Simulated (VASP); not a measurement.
# La36HO54 (a cell with a defect) in VASP: single point with PBE

Aim: the single point of La36HO54 (a cell with a defect) with PBE.

Program: VASP 6.6.1. These are calculated values, not measurements. Logs are shortened: lines on timing, memory, paths and dates and some standing lists are left out, and cuts for length are marked.

### Step 1. The cell of the first run

The cell holds a defect, 91 atoms: a = 11.822 Å, b = 11.822 Å, c = 12.376 Å, α = 90.00°, β = 90.00°, γ = 120.00°.

### Step 2. Single point, PBE

Input file INCAR:

```
SYSTEM = La36HO54
  PREC = Accurate
  ENCUT = 520
  EDIFF = 1E-7
  ISMEAR = -1
  SIGMA = 0.01
  LREAL = Auto
  LASPH = .TRUE.
  NELM = 60
  ALGO = Normal
  ISIF = 2
  LWAVE = .FALSE.
  LCHARG = .FALSE.
  GGA = PE
  NBANDS = 412
  NELECT = 720.0
```

Input file KPOINTS:

```
Automatic mesh
0
G
  1 1 1
  0 0 0
```

Input file POSCAR:

```
La36HO54
1.0
   11.8217180600     -0.0000000900      0.0000000000
   -5.9108589500     10.2379082000      0.0000000000
    0.0000000000      0.0000000000     12.3757188400
La O H
36 54 1
Direct
    0.2220779912      0.1091821687      0.3752967452
    0.1129650515      0.2219824564      0.1234175582
    0.2220499160      0.1092498583      0.8757909048
    0.1108919700      0.2211207569      0.6227536436
    0.2184254711      0.4404150664      0.3761233638
    0.1108970020      0.5535432531      0.1241535962
    0.2227160085      0.4405697855      0.8779460119
    0.1115340190      0.5538906874      0.6260100201
    0.2183634131      0.7742965521      0.3761139906
    0.1130028680      0.8873212997      0.1233950948
    0.2226348139      0.7783567565      0.8779310633
    0.1108955466      0.8861239848      0.6227931565
    0.5552542768      0.1081752276      0.3763780561
    0.4450134334      0.2205906711      0.1244103894
    0.5543188475      0.1105064656      0.8774942402
    0.4418559592      0.2190604756      0.6228771112
    0.5551990442      0.4432957359      0.3763493709
    0.4493765568      0.5609044278      0.1276877748
    0.5542314386      0.4400525930      0.8775345611
    0.4431305889      0.5485322715      0.6267781371
    0.5361442731      0.7663956245      0.3974777598
    0.4492406426      0.8848590809      0.1275735996
    0.5535263800      0.7748516489      0.8735356822
    0.4430083582      0.8908038499      0.6268488401
    0.8894141341      0.1116019071      0.3757145795
    0.7779774245      0.2188113066      0.1236373434
    0.8898803847      0.1130350124      0.8717679465
    0.7763948186      0.2211845453      0.6232560791
    0.8875289518      0.4419129369      0.3754093851
    0.7779130837      0.5553604270      0.1236399291
    0.8899977354      0.4432133002      0.8771051719
    0.7762790854      0.5515933489      0.6232546246
    0.8895222094      0.7740566652      0.3756743394
    0.7891802227      0.8928024058      0.0991071319
    0.8898724556      0.7731272761      0.8718489923
    0.7775500197      0.8868269663      0.6239096977
    0.2228855295      0.1095931901      0.1775828159
    0.1101001836      0.2195539329      0.3222745322
    0.0009820497     -0.0011838356     -0.0004108852
    0.2189514854      0.1076394707      0.6750071740
    0.1112450625      0.2209725821      0.8211358978
   -0.0116706837     -0.0077989565      0.4940611595
    0.2240386807      0.4442782580      0.1766824237
    0.1090068185      0.5526230456      0.3211115291
    0.0006899355      0.3302691267     -0.0006825462
    0.2207081533      0.4419174241      0.6777147339
    0.1138873402      0.5550408247      0.8265502095
   -0.0014894533      0.3288344586      0.4967316307
    0.2238852151      0.7759396612      0.1765817427
    0.1101147688      0.8868757985      0.3221313486
    0.0006157527      0.6665273674     -0.0008609601
    0.2206125875      0.7750594032      0.6778602608
    0.1112975952      0.8866738041      0.8213444513
   -0.0015006339      0.6661803238      0.4965453789
    0.5551337390      0.1074359164      0.1776898804
    0.4445924348      0.2204316542      0.3239993613
    0.3322392103     -0.0013224352     -0.0018945970
    0.5552060161      0.1107373721      0.6778606648
    0.4424303419      0.2193063266      0.8214375368
    0.3312494805     -0.0025268805      0.5019067644
    0.5550367055      0.4439534875      0.1776188542
    0.4419640628      0.5540735401      0.3266246634
    0.3319453245      0.3295894986     -0.0021846812
    0.5551429838      0.4406398223      0.6779421146
    0.4441244526      0.5523100940      0.8222039569
    0.3313556622      0.3300613723      0.5018494748
    0.5734702059      0.7849510754      0.1889796488
    0.4417958511      0.8841743707      0.3264506937
    0.3486274184      0.6724122640      0.0060611429
    0.5527176761      0.7745173032      0.6728046352
    0.4441215182      0.8880780978      0.8223304142
    0.3285809606      0.6625814470      0.4973663413
    0.8888877140      0.1063346202      0.1759943829
    0.7775826368      0.2196749596      0.3215816432
    0.6676364523     -0.0044179865      0.0002872560
    0.8880534419      0.1097402964      0.6759680070
    0.7770606133      0.2214198473      0.8227528543
    0.6638083087     -0.0022728217      0.5006305557
    0.8880518227      0.4421948304      0.1751666330
    0.7774861469      0.5541353721      0.3215231415
    0.6625223680      0.3293635764     -0.0005952786
    0.8909355451      0.4436931834      0.6777400253
    0.7769433167      0.5519385366      0.8228129721
    0.6691536508      0.3326791952      0.5000078848
    0.8889219286      0.7787872214      0.1757851829
    0.7662274463      0.8811719047      0.3215350196
    0.6673092557      0.6683067406      0.0002298856
    0.8881636224      0.7746226011      0.6761845601
    0.7783571387      0.8873093890      0.8241278048
    0.6640982360      0.6623441945      0.5010428146
    0.6920250769      0.8441333809      0.2661861539
```

Potentials or basis: VASP PAW PBE potentials, release 64 (La, O, H).

Command:

```bash
> cat potpaw_PBE.64/La/POTCAR potpaw_PBE.64/O/POTCAR potpaw_PBE.64/H/POTCAR > POTCAR
> mpirun -np 1 vasp_gam > vasp.out
```

OUTCAR:

```text
SYSTEM = La36HO54
   PREC = Accurate
   ENCUT = 520
   EDIFF = 1E-7
   ISMEAR = -1
   LREAL = Auto
   LASPH = .TRUE.
   NELM = 60
   ISIF = 2
   GGA = PE
   NELECT = 720.0

 ion  position               nearest neighbor table
   1  0.222  0.109  0.375-  56 2.36  38 2.37  50 2.37  37 2.45  66 2.75  60 2.75  42 2.81
   2  0.113  0.222  0.123-  43 2.37  37 2.37  73 2.38  38 2.46  63 2.73  45 2.73  39 2.75
   3  0.222  0.109  0.876-  59 2.35  53 2.38  41 2.38  40 2.49  63 2.71  57 2.72  39 2.73
   4  0.111  0.221  0.623-  40 2.36  46 2.36  76 2.37  41 2.46  66 2.71  48 2.74
   5  0.218  0.440  0.376-  38 2.36  44 2.37  62 2.37  43 2.47  48 2.70  72 2.72  66 2.77
   6  0.111  0.554  0.124-  79 2.37  49 2.37  43 2.37  44 2.44  45 2.76  51 2.76
   7  0.223  0.441  0.878-  41 2.36  65 2.37  47 2.37  46 2.48  63 2.70  45 2.72
   8  0.112  0.554  0.626-  82 2.35  46 2.35  52 2.35  47 2.48  72 2.73  48 2.81  54 2.81
   9  0.218  0.774  0.376-  50 2.36  68 2.37  44 2.37  49 2.47  54 2.70  72 2.72  60 2.76
  10  0.113  0.887  0.123-  49 2.37  37 2.37  85 2.38  50 2.46  57 2.73  51 2.73  39 2.75
  11  0.223  0.778  0.878-  53 2.36  71 2.37  47 2.37  52 2.48  57 2.70  51 2.72
  12  0.111  0.886  0.623-  40 2.36  52 2.36  88 2.37  53 2.46  60 2.71  54 2.74
  13  0.555  0.108  0.376-  56 2.37  74 2.38  68 2.38  55 2.46  78 2.72  84 2.76  60 2.77
  14  0.445  0.221  0.124-  37 2.37  55 2.38  61 2.38  56 2.47  81 2.71  57 2.76  63 2.76
  15  0.554  0.111  0.877-  59 2.36  71 2.38  77 2.38  58 2.47  81 2.70  57 2.72  75 2.79
  16  0.442  0.219  0.623-  64 2.37  58 2.37  40 2.37  59 2.46  66 2.72  60 2.72  84 2.78
  17  0.555  0.443  0.376-  56 2.37  62 2.37  80 2.37  61 2.46  90 2.72  84 2.76  66 2.77
  18  0.449  0.561  0.128-  61 2.36  43 2.39  67 2.42  62 2.46  69 2.64  87 2.73
  19  0.554  0.440  0.878-  59 2.36  65 2.38  83 2.38  64 2.47  81 2.70  63 2.72  87 2.79
  20  0.443  0.549  0.627-  64 2.34  46 2.36  70 2.38  65 2.42  66 2.72  90 2.75  21 3.61
  21  0.536  0.766  0.397-  91 2.28  68 2.35  62 2.35  72 2.46  86 2.54  67 2.61  78 2.69  90 2.70
                            24 3.61  20 3.61
  22  0.449  0.885  0.128-  55 2.36  49 2.39  67 2.42  68 2.46  69 2.65  75 2.74
  23  0.554  0.775  0.874-  65 2.37  71 2.37  89 2.38  70 2.48  69 2.66  87 2.75  75 2.75
  24  0.443  0.891  0.627-  58 2.34  52 2.36  70 2.38  71 2.42  60 2.72  78 2.75  21 3.61
  25  0.889  0.112  0.376-  74 2.35  38 2.35  86 2.45  73 2.47  42 2.67  48 2.68  78 2.78
  26  0.778  0.219  0.124-  79 2.37  73 2.38  55 2.38  74 2.45  75 2.75  45 2.75  81 2.78
  27  0.890  0.113  0.872-  77 2.34  41 2.35  89 2.39  76 2.42  45 2.73  75 2.78  39 2.80  34 3.61
[... 29 lines left out ...]
  54  0.998  0.666  0.497-  33 2.68   9 2.70  12 2.74  29 2.74  32 2.76   8 2.81
  55  0.555  0.107  0.178-  22 2.36  26 2.38  14 2.38  13 2.46
  56  0.445  0.220  0.324-   1 2.36  17 2.37  13 2.37  14 2.47
  57  0.332  0.999  0.998-  11 2.70  15 2.72   3 2.72  10 2.73  14 2.76
  58  0.555  0.111  0.678-  24 2.34  28 2.36  16 2.37  15 2.47
  59  0.442  0.219  0.821-   3 2.35  15 2.36  19 2.36  16 2.46
  60  0.331  0.997  0.502-  12 2.71  16 2.72  24 2.72   1 2.75   9 2.76  13 2.77
  61  0.555  0.444  0.178-  18 2.36  30 2.38  14 2.38  17 2.46
  62  0.442  0.554  0.327-  21 2.35   5 2.37  17 2.37  18 2.46
  63  0.332  0.330  0.998-   7 2.70   3 2.71  19 2.72   2 2.73  14 2.76
  64  0.555  0.441  0.678-  20 2.34  32 2.36  16 2.37  19 2.47
  65  0.444  0.552  0.822-  23 2.37   7 2.37  19 2.38  20 2.42
  66  0.331  0.330  0.502-   4 2.71  16 2.72  20 2.72   1 2.75   5 2.77  17 2.77
  67  0.573  0.785  0.189-  18 2.42  22 2.42  34 2.47  21 2.61
  68  0.442  0.884  0.326-  21 2.35   9 2.37  13 2.38  22 2.46
[... 337 lines left out ...]
  Thomas-Fermi vector in A             =   2.414736
   LORBIT       =      0    0 simple, 1 ext, 2 COOP (PROOUT), +10 PAW based schemes
   GGA     = PE    functional components
   LHFCALC =     F    Hartree Fock is set to
   AEXX    =    0.0000 exact exchange contribution
   IVDW    =     0    specifies the selected vdW correction
   LEPSILON=     F    determine dielectric tensor
   LRPA    =     F    only Hartree local field effects (RPA)
 non-spin polarized calculation
  energy-cutoff  :      520.00
  volume of cell :     1497.83
 maximum number of plane-waves:     20145
 NGX is ok and might be reduce to    90
   NGX = 43   NGY = 43   NGZ = 47

 number of electron     720.0000014 magnetization

 Free energy of the ion-electron system (eV)
  ---------------------------------------------------
  ext. energy  EPLUGINS =         0.00000000
  ---------------------------------------------------
  free energy    TOTEN  =      -763.35872174 eV

  energy without entropy =     -763.35872174  energy(sigma->0) =     -763.35872174

 E-fermi :   6.0301     XC(G=0): -10.3797

 val. band max:        5.7802883859   @ k =   0.0000   0.0000   0.0000
 cond. band min:       9.6732509183   @ k =   0.0000   0.0000   0.0000
 fundamental gap:      3.8929625324
 Fermi energy:         6.0301029915

 k-point     1 :       0.0000    0.0000    0.0000
  band No.  band energies     occupation
      1     -24.0603      2.00000
      2     -23.9880      2.00000
      3     -23.9562      2.00000
      4     -23.9488      2.00000
      5     -23.9357      2.00000
      6     -23.9282      2.00000
[... 364 lines left out ...]
    371      10.1047      0.00000
    372      10.1388      0.00000
 [bands above 372 left out]

------------------------ aborting loop because EDIFF is reached ----------------------------------------

  FORCE on cell =-STRESS in cart. coord.  units (eV):
  Direction    XX          YY          ZZ          XY          YZ          ZX
  --------------------------------------------------------------------------------------
  -------------------------------------------------------------------------------------
  Total      -11.8236487    -11.0732500     -6.9777987     -0.6807413     -1.5933300     -2.7829418
  in kB      -12.6473588    -11.8446826     -7.4639162     -0.7281660     -1.7043315     -2.9768191
  external PRESSURE =     -10.6519859 kB  Pullay stress =       0.0000000 kB

 VOLUME and BASIS-vectors are now :
 -----------------------------------------------------------------------------
  energy-cutoff  :      520.00
  volume of cell :     1497.83
      direct lattice vectors                 reciprocal lattice vectors
    11.821718060 -0.000000090  0.000000000     0.084590074  0.048838101  0.000000000
    -5.910858950 10.237908200  0.000000000     0.000000001  0.097676203  0.000000000
     0.000000000  0.000000000 12.375718840     0.000000000  0.000000000  0.080803387

 POSITION                                       TOTAL-FORCE (eV/Angst)
 -----------------------------------------------------------------------------------
      1.97998      1.11780      4.64457        -0.000203      0.001003     -0.018248
      0.02333      2.27264      1.52738         0.002711     -0.001881      0.013623
      1.97925      1.11849     10.83854         0.001316      0.001495     -0.009451
      0.00392      2.26381      7.70702        -0.000854     -0.000156      0.012262
     -0.02107      4.50893      4.65480         0.001102     -0.002542     -0.013094
     -1.96092      5.66712      1.53649        -0.000668      0.001886      0.014691
[... 83 lines left out ...]
      3.93576      6.78102      6.20077        -0.003331     -0.002704     -0.000417
      3.19137      8.64216      3.29424        -0.064727     -0.039120     -0.062868
 -----------------------------------------------------------------------------------
    total drift:                                0.020425     -0.017284      0.001012

  FREE ENERGIE OF THE ION-ELECTRON SYSTEM (eV)
  ---------------------------------------------------
  free  energy   TOTEN  =      -763.3587217417 eV

  energy  without entropy=     -763.3587217417  energy(sigma->0) =     -763.35872174
```

Run time: 58 min. Hardware: 1 thread of Oxide Virtual Turin-like, shared host; peak memory 1.4 GiB.

Results:

```
Free energy   : -763.3587 eV
Largest force : 0.107 eV/Å
```

Forces in eV/Å, atoms in the order of the input:
```
La   0.000  0.001 -0.018
La   0.003 -0.002  0.014
La   0.001  0.001 -0.009
La  -0.001  0.000  0.012
La   0.001 -0.003 -0.013
La  -0.001  0.002  0.015
La  -0.002 -0.003 -0.015
La   0.001  0.001  0.015
La  -0.003  0.001 -0.015
La   0.000  0.002  0.011
La  -0.002  0.002 -0.010
La   0.001  0.000  0.016
La   0.000  0.002 -0.015
La  -0.001  0.000  0.010
La  -0.003  0.002 -0.012
La   0.001 -0.001  0.016
La   0.001  0.001 -0.014
La   0.003 -0.003  0.015
La   0.000 -0.004 -0.013
La  -0.001 -0.003  0.013
La  -0.002 -0.004 -0.006
La  -0.001  0.004  0.016
La  -0.003  0.001 -0.014
La  -0.001  0.001  0.014
La   0.001 -0.005 -0.010
La  -0.003 -0.002  0.015
La   0.001  0.004 -0.017
La  -0.001 -0.002  0.013
La  -0.002 -0.001 -0.015
La  -0.003  0.001  0.013
La   0.001  0.000 -0.014
La   0.000  0.000  0.014
La  -0.008  0.004 -0.011
La   0.011  0.002 -0.002
La   0.006  0.000 -0.015
La   0.000  0.003  0.007
O   -0.001 -0.001  0.000
O    0.003  0.000  0.004
O   -0.002 -0.003  0.000
O   -0.001  0.001 -0.003
O   -0.003 -0.001  0.005
O    0.003 -0.002  0.001
O    0.002  0.000 -0.010
O   -0.001  0.000  0.004
O   -0.002 -0.001  0.001
O   -0.002 -0.003 -0.003
O   -0.004  0.003  0.004
O    0.001  0.003  0.003
O    0.004  0.000 -0.005
O    0.005  0.001  0.002
O   -0.001  0.000 -0.004
O   -0.001 -0.004 -0.007
O   -0.003 -0.004  0.004
O    0.002 -0.001  0.001
O    0.002 -0.003 -0.006
O   -0.001 -0.004  0.007
O   -0.002  0.000 -0.001
O    0.000 -0.001 -0.001
O    0.000  0.000  0.003
O    0.000  0.001  0.002
O   -0.002  0.001 -0.001
O   -0.002  0.003  0.000
O    0.000  0.003  0.004
O    0.000  0.002 -0.008
O    0.002  0.002  0.009
O   -0.001  0.000  0.002
O   -0.003  0.000 -0.004
O   -0.001  0.002 -0.002
O    0.001  0.000  0.001
O    0.002  0.005  0.001
O    0.003  0.001  0.001
O    0.004  0.002  0.003
O    0.002 -0.002 -0.001
O    0.000  0.000  0.002
O   -0.002 -0.001 -0.003
O   -0.001  0.000 -0.004
O    0.001  0.000  0.005
O   -0.003 -0.002  0.002
O    0.003  0.000 -0.009
O    0.002  0.000  0.000
O    0.000 -0.002  0.002
O    0.005  0.001 -0.005
O    0.003 -0.001  0.007
O    0.004  0.004  0.002
O   -0.002  0.002 -0.008
O    0.067  0.040  0.073
O    0.000  0.002  0.001
O    0.000 -0.002 -0.003
O   -0.003 -0.003  0.010
O   -0.003 -0.003  0.000
H   -0.065 -0.039 -0.063
```

Caveat: the k points lie up to 0.61 Å⁻¹ apart; the cell carries a net charge on a neutralising background, which shifts energy and pressure; the cell is charged against a uniform background, so pressure and absolute levels hang on convention; spin-orbit coupling is left out, which moves the levels of the heavy elements.
